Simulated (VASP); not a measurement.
Runs of VASP 6.6.1 on ZnO (Zincite). The structure is that of space group P6_3mc (No. 186), or close to it. The cells are those of the table. 

```tsv
task	cell	gap on the mesh (eV)	pressure (GPa)
relaxation of the atoms	atoms relaxed from a = 3.228, b = 3.228, c = 5.169 Å, angles 90.0, 90.0, 120.0°, 4 atoms	(a)	9.3
single point	a = 3.249, b = 3.249, c = 5.360 Å, angles 90.0, 90.0, 120.0°, 4 atoms	0.70	1.7
single point	a = 3.249, b = 3.249, c = 5.204 Å, angles 90.0, 90.0, 120.0°, 4 atoms	0.79	6.0
relaxation of the atoms	atoms relaxed from a = 3.313, b = 3.313, c = 5.306 Å, angles 90.0, 90.0, 120.0°, 4 atoms	0.70	-1.9
```

Alike in all rows: level PBE; potentials or basis VASP PAW PBE potentials, release 64 (Zn, O); no spin polarisation; k mesh 11 × 11 × 6; cutoff (eV) 520; smearing fermi-dirac 0.02 eV.

Estimate the missing entries.

(a) 0.82.

Caveats: the relaxation stopped at its first step, so nothing moved (some runs).

